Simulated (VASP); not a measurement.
# GaGe3 (Fm-3m) in VASP: settings compared

The runs below take GaGe3 through single point, with LDA, PBE.

Program: VASP 6.6.1. These are calculated values, not measurements. Logs are shortened: lines on timing, memory, paths and dates and some standing lists are left out, and cuts for length are marked.

### 1 The cell of the first run

The structure is cubic, space group Fm-3m (No. 225). Conventional cell: a = 6.774 Å, b = 6.774 Å, c = 6.774 Å, α = 90.00°, β = 90.00°, γ = 90.00°. Ge (site symmetry m-3m) has 8 Ge at 2.93 Å and 6 Ga at 3.39 Å within 3.9 Å. Within 3.9 Å of Ge (site symmetry -43m) lie 10 Ge at 2.93 to 3.39 Å and 4 Ga at 2.93 Å. Within 3.9 Å of Ga (site symmetry m-3m) lie 14 Ge at 2.93 to 3.39 Å.

### 2 Single point, LDA

INCAR reads:

```
  ALGO = Normal
  EDIFF = 1E-7
  ENCUT = 520
  ISIF = 2
  ISMEAR = -1
  LASPH = True
  LCHARG = False
  LREAL = False
  LWAVE = False
  NBANDS = 36
  NELM = 100
  PREC = Accurate
  SIGMA = 0.05
```

KPOINTS reads:

```
k-points
0
Gamma
  4 4 4
```

POSCAR reads:

```
GaGe3
1.0
    0.0000000000      3.3871670000      3.3871670000
    3.3871670000      0.0000000000      3.3871670000
    3.3871670000      3.3871670000      0.0000000000
Ge Ga
3 1
Direct
    0.5000000000      0.5000000000      0.5000000000
    0.7500000000      0.7500000000      0.7500000000
    0.2500000000      0.2500000000      0.2500000000
    0.0000000000      0.0000000000      0.0000000000
```

Potentials or basis: VASP PAW LDA potentials, release 64 (Ge_d, Ga_d).

Run with:

```console
> cat potpaw_LDA.64/Ge_d/POTCAR potpaw_LDA.64/Ga_d/POTCAR > POTCAR
> mpirun -np 1 vasp_std > vasp.out
```

OUTCAR:

```text
EDIFF = 1E-7
   ENCUT = 520
   ISIF = 2
   ISMEAR = -1
   LASPH = True
   LREAL = False
   NELM = 100
   PREC = Accurate

 ion  position               nearest neighbor table
   1  0.500  0.500  0.500-
   2  0.750  0.750  0.750-
   3  0.250  0.250  0.250-
   4  0.000  0.000  0.000-

  LATTYP: Found a face centered cubic cell.
 ALAT       =     6.7743340000

  Lattice vectors:

 A1 = (   0.0000000000,   3.3871670000,   3.3871670000)
 A2 = (   3.3871670000,   0.0000000000,   3.3871670000)
 A3 = (   3.3871670000,   3.3871670000,   0.0000000000)

Analysis of symmetry for initial positions (statically):
=====================================================================
 Subroutine PRICEL returns:
 Original cell was already a primitive cell.

 Routine SETGRP: Setting up the symmetry group for a
 face centered cubic supercell.

 Subroutine GETGRP returns: Found 48 space group operations
 (whereof 48 operations were pure point group operations)
 out of a pool of 48 trial point group operations.

The static configuration has the point symmetry O_h .

Analysis of symmetry for dynamics (positions and initial velocities):
=====================================================================
 Subroutine PRICEL returns:
 Original cell was already a primitive cell.

 Routine SETGRP: Setting up the symmetry group for a
 face centered cubic supercell.

 Subroutine GETGRP returns: Found 48 space group operations
 (whereof 48 operations were pure point group operations)
 out of a pool of 48 trial point group operations.

The dynamic configuration has the point symmetry O_h .

 Subroutine INISYM returns: Found 48 space group operations
 (whereof 48 operations are pure point group operations),
 and found     1 'primitive' translations

----------------------------------------------------------------------------------------

                                     Primitive cell

  volume of cell :      77.7213

  direct lattice vectors                    reciprocal lattice vectors
     0.000000000  3.387167000  3.387167000    -0.147615987  0.147615987  0.147615987
     3.387167000  0.000000000  3.387167000     0.147615987 -0.147615987  0.147615987
     3.387167000  3.387167000  0.000000000     0.147615987  0.147615987 -0.147615987

  length of vectors
     4.790177509  4.790177509  4.790177509     0.255678390  0.255678390  0.255678390

[... 65 lines left out ...]
   ENCUT  =  520.0 eV  38.22 Ry    6.18 a.u.   8.91  8.91  8.91*2*pi/ulx,y,z
   NELM   =    100;   NELMIN=  2; NELMDL= -5     # of ELM steps
   EDIFF  = 0.1E-06   stopping-criterion for ELM
   LREAL  =      F    real-space projection
   EDIFFG = 0.1E-05   stopping-criterion for IOM
   NSW    =      0    number of steps for IOM
   IBRION =     -1    ionic relax: 0-MD 1-quasi-New 2-CG
   NFREE  =      0    steps in history (QN), initial steepest desc. (CG)
   ISIF   =      2    stress and relaxation
   ISYM   =      2    0-nonsym 1-usesym 2-fastsym
   POTIM  = 0.5000    time-step for ionic-motion
   TEBEG  =    0.0;   TEEND  =   0.0 temperature during run
   PSTRESS=    0.0 pullay stress
   NELECT =      55.0000    total number of electrons
   NUPDOWN=      -1.0000    fix difference up-down
   EMIN   =  10.00;   EMAX   =-10.00  energy-range for DOS
   EFERMI =   0.00;   METHOD = LEGACY
   ISMEAR =    -1;   SIGMA  =   0.05  broadening in eV -4-tet -1-fermi 0-gaus
   EFERMI_NEDOS =   21; number of points for ismear=-14 and -15
   IALGO  =     38    algorithm
   IMIX   =      4    mixing-type and parameters
     AMIX     =   0.40;   BMIX     =  1.00
     AMIX_MAG =   1.60;   BMIX_MAG =  1.00
  volume/ion in A,a.u.               =      19.43       131.12
  Fermi-wavevector in a.u.,A,eV,Ry     =   1.458867  2.756859 28.957195  2.128294
  Thomas-Fermi vector in A             =   2.575501
   LORBIT       =      0    0 simple, 1 ext, 2 COOP (PROOUT), +10 PAW based schemes
   GGA     = CA    functional components
   LHFCALC =     F    Hartree Fock is set to
   AEXX    =    0.0000 exact exchange contribution
   IVDW    =     0    specifies the selected vdW correction
   LEPSILON=     F    determine dielectric tensor
   LRPA    =     F    only Hartree local field effects (RPA)
 non-spin polarized calculation
  energy-cutoff  :      520.00
  volume of cell :       77.72
 maximum number of plane-waves:      2120
   NGX = 17   NGY = 17   NGZ = 17

 number of electron      55.0000038 magnetization

 Free energy of the ion-electron system (eV)
  ---------------------------------------------------
  ext. energy  EPLUGINS =         0.00000000
  ---------------------------------------------------
  free energy    TOTEN  =       -18.34645192 eV

  energy without entropy =      -18.34146985  energy(sigma->0) =      -18.34396088

 E-fermi :   6.0467     XC(G=0): -11.3659

 val. band max:        5.8823850338   @ k =  -0.2500   0.2500   0.0000
 cond. band min:       6.1373347456   @ k =   0.0000   0.0000   0.0000
 fundamental gap:      0.2549497118
 Fermi energy:         6.0466771541

 k-point     1 :       0.0000    0.0000    0.0000
  band No.  band energies     occupation
      1     -18.8963      2.00000
      2     -18.8963      2.00000
      3     -18.8963      2.00000
      4     -18.8897      2.00000
      5     -18.8897      2.00000
      6     -18.8206      2.00000
[... 301 lines left out ...]
     35      11.7771      0.00000
     36      11.9141      0.00000

------------------------ aborting loop because EDIFF is reached ----------------------------------------

  FORCE on cell =-STRESS in cart. coord.  units (eV):
  Direction    XX          YY          ZZ          XY          YZ          ZX
  --------------------------------------------------------------------------------------
  -------------------------------------------------------------------------------------
  Total       -2.2605670     -2.2605670     -2.2605670     -0.0000000      0.0000000      0.0000000
  in kB      -46.6002385    -46.6002385    -46.6002385     -0.0000000      0.0000000      0.0000000
  external PRESSURE =     -46.6002385 kB  Pullay stress =       0.0000000 kB

 VOLUME and BASIS-vectors are now :
 -----------------------------------------------------------------------------
  energy-cutoff  :      520.00
  volume of cell :       77.72
      direct lattice vectors                 reciprocal lattice vectors
     0.000000000  3.387167000  3.387167000    -0.147615987  0.147615987  0.147615987
     3.387167000  0.000000000  3.387167000     0.147615987 -0.147615987  0.147615987
     3.387167000  3.387167000  0.000000000     0.147615987  0.147615987 -0.147615987

 POSITION                                       TOTAL-FORCE (eV/Angst)
 -----------------------------------------------------------------------------------
      3.38717      3.38717      3.38717         0.000000      0.000000      0.000000
      5.08075      5.08075      5.08075        -0.000000      0.000000      0.000000
      1.69358      1.69358      1.69358         0.000000     -0.000000     -0.000000
      0.00000      0.00000      0.00000         0.000000      0.000000      0.000000
 -----------------------------------------------------------------------------------
    total drift:                                0.000000      0.000000      0.000000

  FREE ENERGIE OF THE ION-ELECTRON SYSTEM (eV)
  ---------------------------------------------------
  free  energy   TOTEN  =       -18.3464519159 eV

  energy  without entropy=      -18.3414698488  energy(sigma->0) =      -18.34396088
```

stdout:

```text
POSCAR found type information on POSCAR GeGa
 POSCAR found :  2 types and       4 ions
 scaLAPACK will be used
 LDA part: xc-table for (Slater(with rela. corr.)+CA(PZ))
 , standard interpolation
 POSCAR, INCAR and KPOINTS ok, starting setup
 FFT: planning ... GRIDC
 FFT: planning ... GRID_SOFT
 FFT: planning ... GRID
 WAVECAR not read
 entering main loop
```

Run time: 17 s. Hardware: 1 thread of Intel Xeon Platinum 8488C (Sapphire Rapids), shared host; peak memory 0.17 GiB.

Results:

* Free energy: -18.3465 eV
* Pressure: -4.7 GPa

Levels at points of the mesh, in eV from the Fermi level:
```tsv
k point	band 25	band 26	band 27	band 28	band 29	band 30	band 31	band 32
(0.00, 0.00, 0.00)	-1.68	-1.68	-1.51	-1.42	-1.42	-1.42	0.09	0.09
(0.50, 0.00, 0.00)	-2.70	-2.70	-2.16	-2.16	1.54	1.54	3.82	3.82
(0.50, 0.50, 0.00)	-4.92	-4.92	2.63	2.80	2.80	3.12	3.49	3.49
```

Caveat: the k points lie up to 0.40 Å⁻¹ apart.

### 3 Single point, PBE

INCAR reads:

```
ALGO = Normal ; EDIFF = 1E-6
ENCUT = 520 ; GGA = PE
ISIF = 2 ; ISMEAR = -1
LASPH = True ; LCHARG = False
LREAL = False ; LWAVE = False
NBANDS = 36 ; NELM = 100
PREC = Accurate ; SIGMA = 0.05
```

KPOINTS is that of step 2.

POSCAR is that of step 2.

Potentials or basis: VASP PAW PBE potentials, release 64 (Ge_d, Ga_d).

Run with:

```console
> cat potpaw_PBE.64/Ge_d/POTCAR potpaw_PBE.64/Ga_d/POTCAR > POTCAR
> mpirun -np 1 vasp_std > vasp.out
```

Wall time 17 s (1 thread of Intel Xeon Platinum 8488C (Sapphire Rapids), shared host); peak memory 0.2 GiB.

It converged, with:

| Quantity | Value |
| --- | --- |
| Free energy | -15.6824 eV |
| Pressure | 0.4 GPa |

Levels at points of the mesh, in eV from the Fermi level:
| k point | band 26 | band 27 | band 28 | band 29 | band 30 | band 31 |
| --- | --- | --- | --- | --- | --- | --- |
| (0.00, 0.00, 0.00) | -1.71 | -1.44 | -1.44 | -1.44 | -1.36 | 0.11 |
| (0.50, 0.00, 0.00) | -2.72 | -2.17 | -2.17 | 1.61 | 1.61 | 3.83 |
| (0.50, 0.50, 0.00) | -4.95 | 2.71 | 2.84 | 2.84 | 3.21 | 3.53 |

Caveat: the k points lie up to 0.40 Å⁻¹ apart.
